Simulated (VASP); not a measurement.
# Mo (Fm-3m) in VASP: further runs

Mo is run at these levels: PBE; tasks: single point.

Program: VASP 6.6.1. These are calculated values, not measurements. Logs are shortened: lines on timing, memory, paths and dates and some standing lists are left out, and cuts for length are marked.

### Step 1. The cell of the first run

Symmetry: Fm-3m, No. 225, cubic system. Conventional cell: a = 4.128 Å, b = 4.128 Å, c = 4.128 Å, α = 90.00°, β = 90.00°, γ = 90.00°. Mo (site symmetry m-3m) has 12 Mo at 2.92 Å within 3.8 Å.

### Step 2. Single point, PBE

Contents of INCAR:

```
PREC     = Accurate       # precision mode
ENCUT    = 520            # plane-wave cutoff, eV
EDIFF    = 1E-7           # SCF threshold, eV
ISMEAR   = -1             # smearing method
SIGMA    = 0.15           # smearing width, eV
LREAL    = F              # projectors in reciprocal space
LASPH    = T              # aspherical terms in the spheres
NELM     = 60             # most SCF steps
ALGO     = Normal         # electronic algorithm
ISIF     = 2              # what is computed and relaxed
LWAVE    = F              # write WAVECAR
LCHARG   = F              # write CHGCAR
GGA      = PE             # functional
NBANDS   = 13             # bands
```

Contents of KPOINTS:

```
regular mesh
0
Gamma
  10 10 10
```

Contents of POSCAR:

```
Mo
1.0
    0.0000000000      2.0641656116      2.0641656116
    2.0641656116      0.0000000000      2.0641656116
    2.0641656116      2.0641656116      0.0000000000
Mo
1
Direct
    0.0000000000      0.0000000000      0.0000000000
```

Potentials or basis: VASP PAW PBE potentials, release 64 (Mo_sv).

Command:

```bash
$ cat potpaw_PBE.64/Mo_sv/POTCAR > POTCAR
$ mpirun -np 1 vasp_std > vasp.out
```

OUTCAR:

```text
PREC = Accurate
   ENCUT = 520
   EDIFF = 1E-7
   ISMEAR = -1
   LREAL = F
   LASPH = T
   NELM = 60
   ISIF = 2
   GGA = PE

 ion  position               nearest neighbor table
   1  0.000  0.000  0.000-

  LATTYP: Found a face centered cubic cell.
 ALAT       =     4.1283312232

  Lattice vectors:

 A1 = (   0.0000000000,   2.0641656116,   2.0641656116)
 A2 = (   2.0641656116,   0.0000000000,   2.0641656116)
 A3 = (   2.0641656116,   2.0641656116,   0.0000000000)

Analysis of symmetry for initial positions (statically):
=====================================================================
 Subroutine PRICEL returns:
 Original cell was already a primitive cell.

 Routine SETGRP: Setting up the symmetry group for a
 face centered cubic supercell.

 Subroutine GETGRP returns: Found 48 space group operations
 (whereof 48 operations were pure point group operations)
 out of a pool of 48 trial point group operations.

The static configuration has the point symmetry O_h .

Analysis of symmetry for dynamics (positions and initial velocities):
=====================================================================
 Subroutine PRICEL returns:
 Original cell was already a primitive cell.

 Routine SETGRP: Setting up the symmetry group for a
 face centered cubic supercell.

 Subroutine GETGRP returns: Found 48 space group operations
 (whereof 48 operations were pure point group operations)
 out of a pool of 48 trial point group operations.

The dynamic configuration has the point symmetry O_h .

 Subroutine INISYM returns: Found 48 space group operations
 (whereof 48 operations are pure point group operations),
 and found     1 'primitive' translations

----------------------------------------------------------------------------------------

                                     Primitive cell

  volume of cell :      17.5899

  direct lattice vectors                    reciprocal lattice vectors
     0.000000000  2.064165612  2.064165612    -0.242228626  0.242228626  0.242228626
     2.064165612  0.000000000  2.064165612     0.242228626 -0.242228626  0.242228626
     2.064165612  2.064165612  0.000000000     0.242228626  0.242228626 -0.242228626

  length of vectors
     2.919171003  2.919171003  2.919171003     0.419552287  0.419552287  0.419552287

  position of ions in fractional coordinates (direct lattice)
     0.000000000  0.000000000  0.000000000

  ion indices of the primitive-cell ions
   primitive index   ion index
                 1           1

----------------------------------------------------------------------------------------

 KPOINTS: regular mesh

Automatic generation of k-mesh.
 Grid dimensions read from file:
 generate k-points for:   10   10   10

 Generating k-lattice:

  Cartesian coordinates                     Fractional coordinates (reciprocal lattice)
    -0.024222863  0.024222863  0.024222863     0.100000000  0.000000000  0.000000000
     0.024222863 -0.024222863  0.024222863     0.000000000  0.100000000  0.000000000
     0.024222863  0.024222863 -0.024222863     0.000000000  0.000000000  0.100000000

  Length of vectors
     0.041955229  0.041955229  0.041955229

  Shift w.r.t. Gamma in fractional coordinates (k-lattice)
     0.000000000  0.000000000  0.000000000

 Subroutine IBZKPT returns following result:
 ===========================================

 Found     47 irreducible k-points:

 Following reciprocal coordinates:
            Coordinates               Weight
  0.000000  0.000000  0.000000      1.000000
  0.100000  0.000000  0.000000      8.000000
  0.200000  0.000000  0.000000      8.000000
  0.300000  0.000000  0.000000      8.000000
  0.400000  0.000000  0.000000      8.000000
  0.500000  0.000000  0.000000      4.000000
[... 16 lines left out ...]
  0.300000  0.300000  0.000000      6.000000
  0.400000  0.300000  0.000000     24.000000
 [... further k-points ...]
   k-points           NKPTS =     47   k-points in BZ     NKDIM =     47   number of bands    NBANDS=     13
   number of dos      NEDOS =    301   number of ions     NIONS =      1
   total plane-waves  NPLWV =  13824
   dimension x,y,z NGX =    24 NGY =   24 NGZ =   24
   dimension x,y,z NGXF=    48 NGYF=   48 NGZF=   48
   ions per type =               1
   NGX,Y,Z   is equivalent  to a cutoff of  13.67, 13.67, 13.67 a.u.
   NGXF,Y,Z  is equivalent  to a cutoff of  27.34, 27.34, 27.34 a.u.
 SYSTEM =  unknown system
   PREC   = accura    normal or accurate (medium, high low for compatibility)
   ISTART =      0    job   : 0-new  1-cont  2-samecut
   ICHARG =      2    charge: 1-file 2-atom 10-const
   ISPIN  =      1    spin polarized calculation?
   LNONCOLLINEAR =      F non collinear calculations
   LSORBIT =      F    spin-orbit coupling
   LASPH  =      T    aspherical Exc in radial PAW
   ENCUT  =  520.0 eV  38.22 Ry    6.18 a.u.   5.43  5.43  5.43*2*pi/ulx,y,z
   NELM   =     60;   NELMIN=  2; NELMDL= -5     # of ELM steps
   EDIFF  = 0.1E-06   stopping-criterion for ELM
   LREAL  =      F    real-space projection
   EDIFFG = 0.1E-05   stopping-criterion for IOM
   NSW    =      0    number of steps for IOM
   IBRION =     -1    ionic relax: 0-MD 1-quasi-New 2-CG
   NFREE  =      0    steps in history (QN), initial steepest desc. (CG)
   ISIF   =      2    stress and relaxation
   ISYM   =      2    0-nonsym 1-usesym 2-fastsym
   POTIM  = 0.5000    time-step for ionic-motion
   TEBEG  =    0.0;   TEEND  =   0.0 temperature during run
   PSTRESS=    0.0 pullay stress
   NELECT =      14.0000    total number of electrons
   NUPDOWN=      -1.0000    fix difference up-down
   EMIN   =  10.00;   EMAX   =-10.00  energy-range for DOS
   EFERMI =   0.00;   METHOD = LEGACY
   ISMEAR =    -1;   SIGMA  =   0.15  broadening in eV -4-tet -1-fermi 0-gaus
   EFERMI_NEDOS =   21; number of points for ismear=-14 and -15
   IALGO  =     38    algorithm
   IMIX   =      4    mixing-type and parameters
     AMIX     =   0.40;   BMIX     =  1.00
     AMIX_MAG =   1.60;   BMIX_MAG =  1.00
  volume/ion in A,a.u.               =      17.59       118.70
  Fermi-wavevector in a.u.,A,eV,Ry     =   1.517154  2.867005 31.317291  2.301756
  Thomas-Fermi vector in A             =   2.626447
   LORBIT       =      0    0 simple, 1 ext, 2 COOP (PROOUT), +10 PAW based schemes
   GGA     = PE    functional components
   LHFCALC =     F    Hartree Fock is set to
   AEXX    =    0.0000 exact exchange contribution
   IVDW    =     0    specifies the selected vdW correction
   LEPSILON=     F    determine dielectric tensor
   LRPA    =     F    only Hartree local field effects (RPA)
 non-spin polarized calculation
  energy-cutoff  :      520.00
  volume of cell :       17.59
 maximum number of plane-waves:       495
 NGX is ok and might be reduce to    24
   NGX = 11   NGY = 11   NGZ = 11

 number of electron      13.9999998 magnetization

 Free energy of the ion-electron system (eV)
  ---------------------------------------------------
  ext. energy  EPLUGINS =         0.00000000
  ---------------------------------------------------
  free energy    TOTEN  =       -10.47337684 eV

  energy without entropy =      -10.36644657  energy(sigma->0) =      -10.41991170

 E-fermi :  10.4647     XC(G=0): -12.7180

 val. band max:       10.4605577834   @ k =  -0.2000   0.1000   0.0000
 cond. band min:      10.4647110814   @ k =  -0.4000   0.2000   0.1000
 fundamental gap:      0.0041532981
 Fermi energy:        10.4647066699

 k-point     1 :       0.0000    0.0000    0.0000
  band No.  band energies     occupation
      1     -50.3524      2.00000
      2     -23.8656      2.00000
      3     -23.8656      2.00000
      4     -23.8656      2.00000
      5       3.9741      2.00000
      6       9.8217      1.97288
      7       9.8217      1.97288
      8       9.8217      1.97288
      9      12.1548      0.00003
     10      12.1548      0.00003
     11      23.4285      0.00000
     12      28.2433      0.00000
     13      28.2433      0.00000

 k-point     2 :       0.1000    0.0000    0.0000
  band No.  band energies     occupation
      1     -50.3382      2.00000
      2     -23.9616      2.00000
      3     -23.8780      2.00000
      4     -23.8780      2.00000
      5       4.3358      2.00000
      6       9.5975      1.99385
      7       9.9748      1.92649
      8       9.9748      1.92649
      9      12.0477      0.00005
     10      12.0477      0.00005
     11      24.0828      0.00000
     12      26.8244      0.00000
     13      28.8765      0.00000

 k-point     3 :       0.2000    0.0000    0.0000
  band No.  band energies     occupation
      1     -50.3005      2.00000
      2     -24.2080      2.00000
      3     -23.9102      2.00000
      4     -23.9102      2.00000
      5       5.2580      2.00000
      6       9.2282      1.99947
      7      10.2007      1.70636
      8      10.2007      1.70636
      9      12.0388      0.00006
     10      12.0388      0.00006
     11      24.5404      0.00000
     12      25.6725      0.00000
     13      30.6052      0.00000

 k-point     4 :       0.3000    0.0000    0.0000
  band No.  band energies     occupation
      1     -50.2534      2.00000
      2     -24.5041      2.00000
      3     -23.9497      2.00000
      4     -23.9497      2.00000
      5       6.0987      2.00000
      6       9.5085      1.99660
      7      10.0620      1.87226
      8      10.0620      1.87226
      9      12.6540      0.00000
     10      12.6540      0.00000
     11      22.7851      0.00000
     12      25.5183      0.00000
     13      31.9705      0.00000

 k-point     5 :       0.4000    0.0000    0.0000
  band No.  band energies     occupation
      1     -50.2151      2.00000
      2     -24.7372      2.00000
      3     -23.9814      2.00000
      4     -23.9814      2.00000
      5       6.2743      2.00000
      6       9.7881      1.97826
      7       9.7881      1.97826
      8      10.8128      0.17887
      9      13.5268      0.00000
     10      13.5268      0.00000
     11      21.1553      0.00000
     12      23.7750      0.00000
     13      29.5606      0.00000
[... 257 lines left out ...]
 k-point    22 :      -0.2000    0.2000    0.0000
  band No.  band energies     occupation
      1     -50.2372      2.00000
      2     -24.4564      2.00000
      3     -24.1346      2.00000
      4     -23.9449      2.00000
      5       6.9232      2.00000
      6       8.6367      1.99999
      7       9.6205      1.99284
      8      10.9626      0.06984
      9      11.2795      0.00871
     10      14.2574      0.00000
     11      23.9797      0.00000
     12      26.3122      0.00000
     13      27.8029      0.00000

 k-point    23 :       0.3000    0.3000    0.0000
  band No.  band energies     occupation
      1     -50.2208      2.00000
      2     -24.4718      2.00000
      3     -24.0933      2.00000
      4     -24.0933      2.00000
      5       6.5554      2.00000
      6       7.5474      2.00000
      7      10.7659      0.23671
      8      12.2048      0.00002
      9      12.2048      0.00002
     10      13.2326      0.00000
     11      26.1137      0.00000
     12      26.1137      0.00000
     13      26.6265      0.00000

 k-point    24 :       0.4000    0.3000    0.0000
  band No.  band energies     occupation
      1     -50.1905      2.00000
      2     -24.5969      2.00000
      3     -24.1627      2.00000
      4     -24.1318      2.00000
      5       6.6784      2.00000
      6       7.3363      2.00000
      7      10.8177      0.17366
      8      12.3872      0.00001
      9      13.7985      0.00000
     10      13.8283      0.00000
     11      23.6291      0.00000
     12      25.0295      0.00000
     13      25.8987      0.00000

 [... further k-points ...]
[... 5 lines left out ...]
  --------------------------------------------------------------------------------------
  -------------------------------------------------------------------------------------
  Total       -1.9367002     -1.9367002     -1.9367002      0.0000000      0.0000000     -0.0000000
  in kB     -176.4043844   -176.4043844   -176.4043844      0.0000000      0.0000000     -0.0000000
  external PRESSURE =    -176.4043844 kB  Pullay stress =       0.0000000 kB

 VOLUME and BASIS-vectors are now :
 -----------------------------------------------------------------------------
  energy-cutoff  :      520.00
  volume of cell :       17.59
      direct lattice vectors                 reciprocal lattice vectors
     0.000000000  2.064165612  2.064165612    -0.242228626  0.242228626  0.242228626
     2.064165612  0.000000000  2.064165612     0.242228626 -0.242228626  0.242228626
     2.064165612  2.064165612  0.000000000     0.242228626  0.242228626 -0.242228626

 POSITION                                       TOTAL-FORCE (eV/Angst)
 -----------------------------------------------------------------------------------
      0.00000      0.00000      0.00000        -0.000000     -0.000000      0.000000
 -----------------------------------------------------------------------------------
    total drift:                               -0.000000      0.000000      0.000000

  FREE ENERGIE OF THE ION-ELECTRON SYSTEM (eV)
  ---------------------------------------------------
  free  energy   TOTEN  =       -10.4733768412 eV

  energy  without entropy=      -10.3664465680  energy(sigma->0) =      -10.41991170
```

It took 12 s on 1 thread of Intel Xeon 8259CL, shared host; peak memory 0.14 GiB.

What came out:

```yaml
Free_energy: -10.4734 eV
Pressure: -17.6 GPa
Band_gap_on_the_k_mesh: zero (band 7 reaches 13.90 eV, above the bottom of band 8 at 9.82 eV)
```

### Step 3. Single point, PBE

This run uses another cell than the first one, of 18.00 Å³/atom, 1.023 times its volume.

Contents of INCAR:

```
SYSTEM = Mo
PREC = Accurate ; ENCUT = 520
EDIFF = 1E-6 ; ISMEAR = -1
SIGMA = 0.15 ; LREAL = .FALSE.
LASPH = .TRUE. ; NELM = 60
ALGO = Normal ; ISIF = 2
LWAVE = .FALSE. ; LCHARG = .TRUE.
GGA = PE ; LELF = .TRUE.
LVHAR = .TRUE. ; NBANDS = 13
```

Contents of KPOINTS:

```
regular mesh
0
G
  10 10 10
  0 0 0
```

Contents of POSCAR:

```
Mo
1.0
    0.0000000000      2.0800444326      2.0800444326
    2.0800444326      0.0000000000      2.0800444326
    2.0800444326      2.0800444326      0.0000000000
Mo
1
Direct
    0.0000000000      0.0000000000      0.0000000000
```

Potentials or basis: VASP PAW PBE potentials, release 64 (Mo_sv).

Command:

```bash
$ cat potpaw_PBE.64/Mo_sv/POTCAR > POTCAR
$ mpirun -np 1 vasp_std > vasp.out
```

OUTCAR:

```text
SYSTEM = Mo
   PREC = Accurate
   ENCUT = 520
   EDIFF = 1E-6
   ISMEAR = -1
   LREAL = .FALSE.
   LASPH = .TRUE.
   NELM = 60
   ISIF = 2
   GGA = PE

 ion  position               nearest neighbor table
   1  0.000  0.000  0.000-

  LATTYP: Found a face centered cubic cell.
 ALAT       =     4.1600888652

  Lattice vectors:

 A1 = (   0.0000000000,   2.0800444326,   2.0800444326)
 A2 = (   2.0800444326,   0.0000000000,   2.0800444326)
 A3 = (   2.0800444326,   2.0800444326,   0.0000000000)

Analysis of symmetry for initial positions (statically):
=====================================================================
 Subroutine PRICEL returns:
 Original cell was already a primitive cell.

 Routine SETGRP: Setting up the symmetry group for a
 face centered cubic supercell.

 Subroutine GETGRP returns: Found 48 space group operations
 (whereof 48 operations were pure point group operations)
 out of a pool of 48 trial point group operations.

The static configuration has the point symmetry O_h .

Analysis of symmetry for dynamics (positions and initial velocities):
=====================================================================
 Subroutine PRICEL returns:
 Original cell was already a primitive cell.

 Routine SETGRP: Setting up the symmetry group for a
[... 160 lines left out ...]
  band No.  band energies     occupation
      1     -50.6952      2.00000
      2     -24.2420      2.00000
      3     -24.2420      2.00000
      4     -24.2420      2.00000
      5       3.7304      2.00000
      6       9.5237      1.96805
      7       9.5237      1.96805
      8       9.5237      1.96805
      9      11.7780      0.00004
     10      11.7780      0.00004
     11      23.0799      0.00000
     12      27.7892      0.00000
     13      27.7892      0.00000
[... 354 lines left out ...]
  band No.  band energies     occupation
      1     -50.5482      2.00000
      2     -24.9191      2.00000
      3     -24.5175      2.00000
      4     -24.4889      2.00000
      5       6.4520      2.00000
      6       7.1143      2.00000
      7      10.4641      0.20887
      8      12.0068      0.00001
      9      13.3679      0.00000
     10      13.3931      0.00000
     11      23.0619      0.00000
     12      24.4582      0.00000
     13      25.2948      0.00000

 [... further k-points ...]
[... 5 lines left out ...]
  --------------------------------------------------------------------------------------
  -------------------------------------------------------------------------------------
  Total       -2.3667840     -2.3667840     -2.3667840      0.0000000     -0.0000000      0.0000000
  in kB     -210.6790616   -210.6790616   -210.6790616      0.0000000     -0.0000000      0.0000000
  external PRESSURE =    -210.6790616 kB  Pullay stress =       0.0000000 kB

 VOLUME and BASIS-vectors are now :
 -----------------------------------------------------------------------------
  energy-cutoff  :      520.00
  volume of cell :       18.00
      direct lattice vectors                 reciprocal lattice vectors
     0.000000000  2.080044433  2.080044433    -0.240379480  0.240379480  0.240379480
     2.080044433  0.000000000  2.080044433     0.240379480 -0.240379480  0.240379480
     2.080044433  2.080044433  0.000000000     0.240379480  0.240379480 -0.240379480

 POSITION                                       TOTAL-FORCE (eV/Angst)
 -----------------------------------------------------------------------------------
      0.00000      0.00000      0.00000        -0.000000     -0.000000     -0.000000
 -----------------------------------------------------------------------------------
    total drift:                               -0.000000      0.000000     -0.000000

  FREE ENERGIE OF THE ION-ELECTRON SYSTEM (eV)
  ---------------------------------------------------
  free  energy   TOTEN  =       -10.4240087683 eV

  energy  without entropy=      -10.3132961243  energy(sigma->0) =      -10.36865245
```

OSZICAR:

```text
N       E                     dE             d eps       ncg     rms          rms(c)
DAV:   1     0.910640004014E+02    0.91064E+02   -0.79935E+03  1238   0.109E+03
DAV:   2    -0.989945410248E+01   -0.10096E+03   -0.97333E+02  1432   0.305E+02
DAV:   3    -0.111319453441E+02   -0.12325E+01   -0.12256E+01  1342   0.331E+01
DAV:   4    -0.111348826430E+02   -0.29373E-02   -0.29351E-02  1362   0.199E+00
DAV:   5    -0.111349028719E+02   -0.20229E-04   -0.20228E-04  1392   0.149E-01    0.103E+01
DAV:   6    -0.104908228497E+02    0.64408E+00   -0.90017E-01  1242   0.110E+01    0.226E+00
DAV:   7    -0.104275752996E+02    0.63248E-01   -0.11479E-01  1362   0.365E+00    0.929E-01
DAV:   8    -0.104239459650E+02    0.36293E-02   -0.43854E-03  1247   0.833E-01    0.169E-01
DAV:   9    -0.104239941543E+02   -0.48189E-04   -0.14426E-04  1393   0.146E-01    0.602E-02
DAV:  10    -0.104240086651E+02   -0.14511E-04   -0.13731E-05  1277   0.399E-02    0.584E-03
DAV:  11    -0.104240087683E+02   -0.10320E-06   -0.14288E-07   741   0.350E-03
   1 F= -.10424009E+02 E0= -.10368652E+02  d E =-.110713E+00
```

It took 11 s on 1 thread of Intel Xeon 8259CL, shared host; peak memory 0.14 GiB.

Results:

```
Free energy            : -10.4240 eV
Pressure               : -21.1 GPa
Band gap on the k mesh : zero (band 7 reaches 13.46 eV, above the bottom of band 8 at 9.52 eV)
```
